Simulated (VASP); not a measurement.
## TaTeP: single point with PBE

Crystal: TaTeP.

```
Ta Te P
1.0
     3.46356    0.00000    0.00000
     0.00000    3.46356    0.00000
     0.00000    0.00000    5.76508
Ta Te P
1 1 1
Direct
  0.50000 0.50000 0.50000
  0.50000 0.50000 0.00000
  0.00000 0.00000 0.50000
```

* Program: VASP 6.6.1
* Task: single point
* Functional: PBE
* Potentials or basis: VASP PAW PBE potentials, release 64 (Ta_pv, Te, P)
* Cutoff: 520 eV
* k mesh: 4 × 4 × 4
* Occupations: gaussian, width 0.1 eV
* Spin: no spin polarisation
* Dipole correction: no
* Further INCAR settings: ALGO = Normal; EDIFF = 1e-06; NBANDS = 18

* Pressure: -0.1 GPa
* Band gap on the k mesh: zero (band 11 reaches 7.22 eV, above the bottom of band 12 at 4.73 eV)

Stress tensor (GPa, compression positive):
```
-0.21  0.00  0.00
 0.00 -0.21  0.00
 0.00  0.00  0.13
```

Levels at points of the mesh, in eV from the Fermi level:
| k point | band 7 | band 8 | band 9 | band 10 | band 11 | band 12 | band 13 | band 14 | band 15 | band 16 |
| --- | --- | --- | --- | --- | --- | --- | --- | --- | --- | --- |
| (0.00, 0.00, 0.00) | -2.81 | -0.62 | -0.62 | -0.06 | 0.53 | 0.62 | 0.62 | 0.65 | 1.42 | 1.42 |
| (0.50, 0.00, 0.00) | -4.11 | -3.83 | -3.81 | -2.68 | 1.05 | 1.14 | 1.82 | 2.33 | 3.89 | 5.85 |
| (0.50, 0.50, 0.00) | -4.09 | -1.92 | -1.92 | -1.45 | -1.44 | -1.44 | -0.86 | 1.32 | 2.22 | 2.99 |
| (0.00, 0.00, 0.50) | -2.80 | -2.00 | -0.39 | -0.39 | -0.38 | -0.38 | -0.06 | 2.62 | 2.62 | 4.38 |
| (0.50, 0.00, 0.50) | -5.38 | -4.11 | -3.85 | -1.41 | 0.31 | 2.27 | 3.21 | 3.77 | 4.27 | 4.39 |
| (0.50, 0.50, 0.50) | -3.73 | -3.72 | -3.36 | -3.36 | -1.18 | 0.25 | 0.25 | 1.70 | 2.99 | 4.48 |

It took 15 s on 1 thread of Intel(R) Xeon(R) Platinum 8488C (Sapphire Rapids), with other jobs on the host, peak memory 0.19 GiB.

Caveat: the k points lie up to 0.45 Å⁻¹ apart; spin-orbit coupling is left out, which moves the levels of the heavy elements.
